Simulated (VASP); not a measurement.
# La2O3 (P-3m1) in VASP: a series of runs

The runs below take La2O3 through relaxation of cell and atoms, with PBE+D3(BJ), PBE+D4, RPBE.

All numbers are computed with VASP 6.6.1; they aren't measurements. Logs are shortened: lines on timing, memory, paths and dates and some standing lists are left out, and cuts for length are marked.

## 1. The cell of the first run

Symmetry: P-3m1, No. 164, trigonal system. The conventional cell has a = 3.931 Å, b = 3.931 Å, c = 6.112 Å, α = 90.00°, β = 90.00°, γ = 120.00°. La (site symmetry 3m) has 7 O at 2.36 to 2.72 Å within 3.1 Å. O (site symmetry 3m) has 4 La at 2.36 to 2.44 Å and 3 O at 2.89 Å within 3.1 Å. Within 3.6 Å of O (site symmetry -3m) lie 6 La at 2.72 Å and 6 O at 3.14 Å.

## 2. Relaxation of cell and atoms, PBE+D3(BJ)

INCAR reads:

```
PREC = Accurate ; ENCUT = 600
EDIFF = 1E-6 ; ISMEAR = -1
SIGMA = 0.02 ; LREAL = False
LASPH = True ; NELM = 80
ALGO = Normal ; ISIF = 3
LWAVE = False ; LCHARG = False
GGA = PE ; IVDW = 12
IBRION = 2 ; NSW = 80
EDIFFG = -0.005
```

KPOINTS reads:

```
regular mesh
0
Gamma
  6 6 4
```

POSCAR reads:

```
La2O3
1.0
    3.9307780000      0.0000000000      0.0000000000
   -1.9653890000      3.4041530000      0.0000000000
    0.0000000000      0.0000000000      6.1119540000
La O
2 3
Direct
    0.6666666667      0.3333333333      0.7537640000
    0.3333333333      0.6666666667      0.2462360000
    0.6666666667      0.3333333333      0.3541090000
    0.3333333333      0.6666666667      0.6458910000
    0.0000000000      0.0000000000      0.0000000000
```

Potentials or basis: VASP PAW PBE potentials, release 64 (La, O).

Run with:

```sh
$ cat potpaw_PBE.64/La/POTCAR potpaw_PBE.64/O/POTCAR > POTCAR
$ mpirun -np 1 vasp_std > vasp.out
```

OUTCAR:

```text
PREC = Accurate
   ENCUT = 600
   EDIFF = 1E-6
   ISMEAR = -1
   LREAL = False
   LASPH = True
   NELM = 80
   ISIF = 3
   GGA = PE
   IVDW = 12
   IBRION = 2
   NSW = 80
   EDIFFG = -0.005
 IVDW          = 12

 ion  position               nearest neighbor table
   1  0.667  0.333  0.754-   4 2.36   4 2.36   4 2.36   3 2.44   5 2.72   5 2.72   5 2.72
   2  0.333  0.667  0.246-   3 2.36   3 2.36   3 2.36   4 2.44   5 2.72   5 2.72   5 2.72
   3  0.667  0.333  0.354-   2 2.36   2 2.36   2 2.36   1 2.44
   4  0.333  0.667  0.646-   1 2.36   1 2.36   1 2.36   2 2.44
   5  0.000  0.000  0.000-   2 2.72   1 2.72   2 2.72   1 2.72   1 2.72   2 2.72

  LATTYP: Found a hexagonal cell.
 ALAT       =     3.9307780000
 C/A-ratio  =     1.5548967660

  Lattice vectors:

 A1 = (   3.9307780000,   0.0000000000,   0.0000000000)
 A2 = (  -1.9653890000,   3.4041530000,   0.0000000000)
 A3 = (   0.0000000000,   0.0000000000,   6.1119540000)

Analysis of symmetry for initial positions (statically):
=====================================================================
 Subroutine PRICEL returns:
 Original cell was already a primitive cell.

 Routine SETGRP: Setting up the symmetry group for a
 hexagonal supercell.

 Subroutine GETGRP returns: Found 12 space group operations
 (whereof 12 operations were pure point group operations)
 out of a pool of 24 trial point group operations.

The static configuration has the point symmetry D_3d.

Analysis of symmetry for dynamics (positions and initial velocities):
=====================================================================
 Subroutine PRICEL returns:
 Original cell was already a primitive cell.

 Routine SETGRP: Setting up the symmetry group for a
 hexagonal supercell.

 Subroutine GETGRP returns: Found 12 space group operations
 (whereof 12 operations were pure point group operations)
 out of a pool of 24 trial point group operations.

The dynamic configuration has the point symmetry D_3d.

 Subroutine INISYM returns: Found 12 space group operations
 (whereof 12 operations are pure point group operations),
 and found     1 'primitive' translations

----------------------------------------------------------------------------------------

                                     Primitive cell

  volume of cell :      81.7839

  direct lattice vectors                    reciprocal lattice vectors
     3.930778000  0.000000000  0.000000000     0.254402564  0.146879415  0.000000000
    -1.965389000  3.404153000  0.000000000     0.000000000  0.293758829  0.000000000
     0.000000000  0.000000000  6.111954000     0.000000000  0.000000000  0.163613797
[... 79 lines left out ...]
 SYSTEM =  unknown system
   PREC   = accura    normal or accurate (medium, high low for compatibility)
   ISTART =      0    job   : 0-new  1-cont  2-samecut
   ICHARG =      2    charge: 1-file 2-atom 10-const
   ISPIN  =      1    spin polarized calculation?
   LNONCOLLINEAR =      F non collinear calculations
   LSORBIT =      F    spin-orbit coupling
   LASPH  =      T    aspherical Exc in radial PAW
   ENCUT  =  600.0 eV  44.10 Ry    6.64 a.u.   7.85  7.85 12.21*2*pi/ulx,y,z
   NELM   =     80;   NELMIN=  2; NELMDL= -5     # of ELM steps
   EDIFF  = 0.1E-05   stopping-criterion for ELM
   LREAL  =      F    real-space projection
   EDIFFG = -.5E-02   stopping-criterion for IOM
   NSW    =     80    number of steps for IOM
   IBRION =      2    ionic relax: 0-MD 1-quasi-New 2-CG
   NFREE  =      1    steps in history (QN), initial steepest desc. (CG)
   ISIF   =      3    stress and relaxation
   ISYM   =      2    0-nonsym 1-usesym 2-fastsym
   POTIM  = 0.5000    time-step for ionic-motion
   TEBEG  =    0.0;   TEEND  =   0.0 temperature during run
   PSTRESS=    0.0 pullay stress
   NELECT =      40.0000    total number of electrons
   NUPDOWN=      -1.0000    fix difference up-down
   EMIN   =  10.00;   EMAX   =-10.00  energy-range for DOS
   EFERMI =   0.00;   METHOD = LEGACY
   ISMEAR =    -1;   SIGMA  =   0.02  broadening in eV -4-tet -1-fermi 0-gaus
   EFERMI_NEDOS =   21; number of points for ismear=-14 and -15
   IALGO  =     38    algorithm
   IMIX   =      4    mixing-type and parameters
     AMIX     =   0.40;   BMIX     =  1.00
     AMIX_MAG =   1.60;   BMIX_MAG =  1.00
  volume/ion in A,a.u.               =      16.36       110.38
  Fermi-wavevector in a.u.,A,eV,Ry     =   1.289849  2.437462 22.636162  1.663711
  Thomas-Fermi vector in A             =   2.421717
   LORBIT       =      0    0 simple, 1 ext, 2 COOP (PROOUT), +10 PAW based schemes
   GGA     = PE    functional components
   LHFCALC =     F    Hartree Fock is set to
   AEXX    =    0.0000 exact exchange contribution
   IVDW    =    12    specifies the selected vdW correction
   LEPSILON=     F    determine dielectric tensor
   LRPA    =     F    only Hartree local field effects (RPA)
 conjugate gradient relaxation of ions
 non-spin polarized calculation
  energy-cutoff  :      600.00
  volume of cell :       81.78
 maximum number of plane-waves:      2743
   NGX = 15   NGY = 15   NGZ = 25

--------------------------------------- Ionic step        1  -------------------------------------------

 number of electron      40.0000000 magnetization

 Free energy of the ion-electron system (eV)
  ---------------------------------------------------
  ext. energy  EPLUGINS =         0.00000000
  ---------------------------------------------------
  free energy    TOTEN  =       -41.82520304 eV

  energy without entropy =      -41.82520304  energy(sigma->0) =      -41.82520304

------------------------ aborting loop because EDIFF is reached ----------------------------------------

 Edisp (eV)   -1.29313

 E8    (eV) :    -0.6289
[... 114 lines left out ...]
  FREE ENERGIE OF THE ION-ELECTRON SYSTEM (eV)
  ---------------------------------------------------
  free  energy   TOTEN  =       -43.1209747945 eV

  energy  without entropy=      -43.1209747945  energy(sigma->0) =      -43.12097479

[... ionic steps 4 to 12 ...]

--------------------------------------- Ionic step       13  -------------------------------------------

 number of electron      40.0000000 magnetization

------------------------ aborting loop because EDIFF is reached ----------------------------------------
[... 81 lines left out ...]
--------------------------------------- Ionic step       15  -------------------------------------------

 number of electron      40.0000000 magnetization

 Free energy of the ion-electron system (eV)
  ---------------------------------------------------
  ext. energy  EPLUGINS =         0.00000000
  ---------------------------------------------------
  free energy    TOTEN  =       -41.81477184 eV

  energy without entropy =      -41.81477184  energy(sigma->0) =      -41.81477184

 E-fermi :   6.5636     XC(G=0): -10.5213

 val. band max:        6.0716344588   @ k =   0.5000   0.0000   0.5000
 cond. band min:       9.9473529580   @ k =   0.5000   0.0000   0.0000
 fundamental gap:      3.8757184992
 Fermi energy:         6.5635706257

 k-point     1 :       0.0000    0.0000    0.0000
  band No.  band energies     occupation
      1     -23.7167      2.00000
      2     -23.4620      2.00000
      3     -10.8987      2.00000
      4      -9.6302      2.00000
      5      -9.1924      2.00000
      6      -7.1773      2.00000
[... 673 lines left out ...]
  FREE ENERGIE OF THE ION-ELECTRON SYSTEM (eV)
  ---------------------------------------------------
  free  energy   TOTEN  =       -43.1211844016 eV

  energy  without entropy=      -43.1211844016  energy(sigma->0) =      -43.12118440

 reached required accuracy - stopping structural energy minimisation
```

OSZICAR:

```text
N       E                     dE             d eps       ncg     rms          rms(c)
DAV:   1     0.493350501904E+03    0.49335E+03   -0.17153E+04  1168   0.284E+03
DAV:   2     0.104040603678E+03   -0.38931E+03   -0.38341E+03  1680   0.417E+02
DAV:   3    -0.269564527324E+02   -0.13100E+03   -0.12836E+03  2152   0.235E+02
DAV:   4    -0.465138124942E+02   -0.19557E+02   -0.19546E+02  2040   0.983E+01
[... 97 lines left out ...]
DAV:   2    -0.418148522193E+02    0.12627E-05   -0.11874E-05  1592   0.390E-02    0.349E-03
DAV:   3    -0.418148517264E+02    0.49288E-06   -0.12681E-06  1224   0.176E-02
  14 F= -.43121184E+02 E0= -.43121184E+02  d E =-.218808E-04
       N       E                     dE             d eps       ncg     rms          rms(c)
DAV:   1    -0.418147722119E+02    0.80007E-04   -0.81207E-05  1680   0.109E-01    0.578E-03
DAV:   2    -0.418147718354E+02    0.37656E-06   -0.51089E-06  1096   0.264E-02
  15 F= -.43121184E+02 E0= -.43121184E+02  d E =-.221163E-04
```

CONTCAR:

```text
La2O3
   1.00000000000000
     3.9175065845156549    0.0000000000000000    0.0000000000000000
    -1.9587532922578275    3.3926596231693176   -0.0000000000000000
     0.0000000000000000   -0.0000000000000000    6.0931944329450776
  La              O
     2     3
Direct
     0.6666666667000030    0.3333333332999970    0.7543164234392765
     0.3333333332999970    0.6666666667000030    0.2456835765607238
     0.6666666667000030    0.3333333332999970    0.3539603402539582
     0.3333333332999970    0.6666666667000030    0.6460396597460417
     0.0000000000000000    0.0000000000000000    0.0000000000000000

  0.00000000E+00  0.00000000E+00  0.00000000E+00
  0.00000000E+00  0.00000000E+00  0.00000000E+00
  0.00000000E+00  0.00000000E+00  0.00000000E+00
  0.00000000E+00  0.00000000E+00  0.00000000E+00
  0.00000000E+00  0.00000000E+00  0.00000000E+00
```

It took 8 min on 1 thread of Intel Xeon Platinum 8259CL at 2.50GHz (Skylake/Cascade Lake), shared host; peak memory 0.26 GiB.

What came out:

| Quantity | Value |
| --- | --- |
| Free energy | -43.1212 eV |
| Relaxed volume | 16.20 Å³/atom |
| Relaxed cell | a = 3.918 Å, b = 3.918 Å, c = 6.093 Å, α = 90.00°, β = 90.00°, γ = 120.00° |
| Space group after relaxing (to 0.05 Å) | P-3m1 (No. 164) |
| Energy gained by relaxing | 0.6 meV/atom |
| Ionic steps | 15 |
| Pressure after relaxing | 0.0 GPa |
| Largest force after relaxing | 0.004 eV/Å |
| Band gap on the k mesh | 3.88 eV, indirect (least direct gap 3.98 eV) |
| Dispersion energy per atom | -0.261 eV |

Forces on the atoms (eV/Å):
```
La   0.000  0.000 -0.001
La   0.000  0.000  0.001
O    0.000  0.000 -0.004
O    0.000  0.000  0.004
O    0.000  0.000  0.000
```

Step by step:
```csv
step,energy change (eV),largest force (eV/Å),pressure (GPa),volume (Å³)
1,0.0000,0.0109,-1.17,81.78
2,0.0001,0.1285,1.22,80.38
3,-0.0026,0.0615,0.01,81.08
4,-0.0026,0.0601,0.00,81.10
5,-0.0028,0.0081,-0.04,81.05
6,-0.0028,0.0104,-0.05,81.05
7,-0.0028,0.0107,-0.05,81.04
8,-0.0028,0.0103,-0.03,81.05
9,-0.0028,0.0075,-0.01,81.01
10,-0.0028,0.0045,0.15,80.91
11,-0.0028,0.0045,0.07,80.97
12,-0.0028,0.0052,0.08,80.98
13,-0.0028,0.0061,0.03,80.99
14,-0.0028,0.0053,0.03,80.99
15,-0.0028,0.0042,0.02,80.98
```

Final structure:
```
La O
1.0
     3.91751    0.00000    0.00000
    -1.95875    3.39266    0.00000
     0.00000    0.00000    6.09319
La O
2 3
Direct
  0.66667 0.33333 0.75432
  0.33333 0.66667 0.24568
  0.66667 0.33333 0.35396
  0.33333 0.66667 0.64604
  0.00000 0.00000 0.00000
```

Caveat: spin-orbit coupling is left out, which moves the levels of the heavy elements. A k mesh can miss the band edges.

## 3. Relaxation of cell and atoms, PBE+D4

INCAR reads:

```
ALGO = Normal
EDIFF = 1E-6
EDIFFG = -0.005
ENCUT = 600
GGA = PE
IBRION = 2
ISIF = 3
ISMEAR = -1
IVDW = 13
LASPH = True
LCHARG = False
LREAL = False
LWAVE = False
NELM = 80
NSW = 80
PREC = Accurate
SIGMA = 0.02
```

KPOINTS reads:

```
k-points
0
Gamma
  6 6 4
```

POSCAR is that of step 2.

Potentials or basis: VASP PAW PBE potentials, release 64 (La, O).

Run with:

```sh
$ cat potpaw_PBE.64/La/POTCAR potpaw_PBE.64/O/POTCAR > POTCAR
$ mpirun -np 1 vasp_std > vasp.out
```

Wall time 7 min (1 thread of Intel Xeon Platinum 8259CL at 2.50GHz (Skylake/Cascade Lake), shared host); peak memory 0.26 GiB.

It converged, with:

- Free energy: -43.1267 eV
- Relaxed volume: 16.19 Å³/atom
- Relaxed cell: a = 3.916 Å, b = 3.916 Å, c = 6.095 Å, α = 90.00°, β = 90.00°, γ = 120.00°
- Space group after relaxing (to 0.05 Å): P-3m1 (No. 164)
- Energy gained by relaxing: 0.8 meV/atom
- Ionic steps: 12
- Pressure after relaxing: 0.0 GPa
- Band gap on the k mesh: 3.88 eV, indirect (least direct gap 3.97 eV)
- Dispersion energy per atom: -0.263 eV

Forces in eV/Å, atoms in the order of the input:
```
La   0.000  0.000  0.000
La   0.000  0.000  0.000
O    0.000  0.000  0.003
O    0.000  0.000 -0.003
O    0.000  0.000  0.000
```

The path:
```tsv
step	energy change (eV)	largest force (eV/Å)	pressure (GPa)	volume (Å³)
1	0.0000	0.0466	-1.39	81.78
2	0.0006	0.1552	1.51	80.12
3	-0.0037	0.0490	-0.01	80.98
4	-0.0037	0.0461	-0.02	80.99
5	-0.0038	0.0072	-0.04	80.95
6	-0.0038	0.0087	-0.05	80.95
7	-0.0038	0.0044	0.06	80.89
8	-0.0038	0.0056	0.04	80.91
9	-0.0038	0.0068	0.03	80.92
10	-0.0038	0.0073	0.01	80.93
11	-0.0038	0.0062	-0.02	80.93
12	-0.0038	0.0026	-0.01	80.93
```

Final structure:
```yaml
crystal:
  lattice:
    - [3.91551, 0.00000, 0.00000]
    - [-1.95776, 3.39093, 0.00000]
    - [0.00000, 0.00000, 6.09522]
  atoms:
    - { symbol: La, position: [0.66667, 0.33333, 0.75405] }
    - { symbol: La, position: [0.33333, 0.66667, 0.24595] }
    - { symbol: O, position: [0.66667, 0.33333, 0.35377] }
    - { symbol: O, position: [0.33333, 0.66667, 0.64623] }
    - { symbol: O, position: [0.00000, 0.00000, 0.00000] }
```

Levels at points of the mesh, in eV from the valence-band top:
```csv
k point,band 17,band 18,band 19,band 20,band 21,band 22,band 23,band 24
"(0.00, 0.00, 0.00)",-1.68,-0.39,-0.39,-0.13,4.35,4.63,4.63,5.23
"(0.50, 0.00, 0.00)",-0.74,-0.66,-0.41,-0.30,3.88,4.75,5.22,5.25
"(0.00, 0.00, 0.50)",-1.01,-0.80,-0.29,-0.29,4.74,4.76,4.76,5.01
"(0.50, 0.00, 0.50)",-0.95,-0.72,-0.36,0.00,4.44,4.66,5.11,5.25
```

Caveat: spin-orbit coupling is left out, which moves the levels of the heavy elements.

## 4. Relaxation of cell and atoms, RPBE

INCAR reads:

```
PREC = Accurate
ENCUT = 600
EDIFF = 1E-7
ISMEAR = -1
SIGMA = 0.02
LREAL = F
LASPH = T
NELM = 100
ALGO = Normal
ISIF = 3
LWAVE = F
LCHARG = F
GGA = RP
IBRION = 2
NSW = 80
EDIFFG = -0.005
```

KPOINTS reads:

```
regular mesh
0
Gamma
  6 6 4
```

POSCAR is that of step 3.

Run with:

```sh
$ cat potpaw_PBE.64/La/POTCAR potpaw_PBE.64/O/POTCAR > POTCAR
$ mpirun -np 1 vasp_std > vasp.out
```

It took 11 min on 1 thread of Intel Xeon Platinum 8259CL at 2.50GHz (Skylake/Cascade Lake), shared host; peak memory 0.26 GiB.

The run converged. Its results:

| Property | Result |
| --- | --- |
| Free energy | -39.9152 eV |
| Relaxed volume | 17.05 Å³/atom |
| Relaxed cell | a = 3.959 Å, b = 3.959 Å, c = 6.280 Å, α = 90.00°, β = 90.00°, γ = 120.00° |
| Space group after relaxing (to 0.05 Å) | P-3m1 (No. 164) |
| Energy gained by relaxing | 9.5 meV/atom |
| Ionic steps | 12 |
| Pressure after relaxing | 0.0 GPa |
| Band gap on the k mesh | 3.89 eV, indirect (least direct gap 4.08 eV) |

Step by step:
```
step  energy change (eV)  largest force (eV/Å)  pressure (GPa)  volume (Å³)
   1              0.0000                0.0375            4.52        81.78
   2             -0.0097                0.4383           -3.49        87.37
   3             -0.0398                0.2278           -0.01        84.70
   4             -0.0449                0.0505           -0.02        84.97
   5             -0.0458                0.0595           -0.01        85.13
   6             -0.0469                0.0441            0.00        85.17
   7             -0.0474                0.0268            0.02        85.21
   8             -0.0475                0.0155           -0.03        85.25
   9             -0.0475                0.0083           -0.07        85.28
  10             -0.0475                0.0081           -0.08        85.30
  11             -0.0475                0.0158            0.13        85.16
  12             -0.0475                0.0012            0.00        85.24
```

Final structure:
```yaml
crystal:
  lattice:
    - [3.95908, 0.00000, 0.00000]
    - [-1.97954, 3.42866, 0.00000]
    - [0.00000, 0.00000, 6.27970]
  atoms:
    - { symbol: La, position: [0.66667, 0.33333, 0.75132] }
    - { symbol: La, position: [0.33333, 0.66667, 0.24868] }
    - { symbol: O, position: [0.66667, 0.33333, 0.35489] }
    - { symbol: O, position: [0.33333, 0.66667, 0.64511] }
    - { symbol: O, position: [0.00000, 0.00000, 0.00000] }
```

Levels at points of the mesh, in eV from the valence-band top:
```tsv
k point	band 16	band 17	band 18	band 19	band 20	band 21	band 22	band 23	band 24
(0.00, 0.00, 0.00)	-2.05	-1.53	-0.29	-0.29	-0.05	4.27	4.62	4.62	4.99
(0.50, 0.00, 0.00)	-0.71	-0.70	-0.65	-0.37	-0.27	3.89	4.61	4.95	5.04
(0.00, 0.00, 0.50)	-1.82	-0.93	-0.67	-0.21	-0.21	4.59	4.68	4.68	4.76
(0.50, 0.00, 0.50)	-0.95	-0.95	-0.62	-0.34	0.00	4.32	4.56	4.87	4.99
```

Caveat: the PAW data sets were made with another functional, which shifts forces and pressure a little; spin-orbit coupling is left out, which moves the levels of the heavy elements. A k mesh can miss the band edges.

## 5. The runs side by side

```csv
level,gap on the mesh (eV),pressure (GPa),relaxed volume (Å³/atom)
PBE+D3(BJ),3.88,0.0,16.20
PBE+D4,3.88,0.0,16.19
RPBE,3.89,0.0,17.05
```

Alike in all rows: task relaxation of cell and atoms; potentials or basis VASP PAW PBE potentials, release 64 (La, O); no spin polarisation; cell relaxed; k mesh 6 × 6 × 4; cutoff (eV) 600; smearing fermi-dirac 0.02 eV.

Caveats: spin-orbit coupling is left out, which moves the levels of the heavy elements; the PAW data sets were made with another functional, which shifts forces and pressure a little (some runs).

Absolute energies hang on the potentials; compare differences alone.
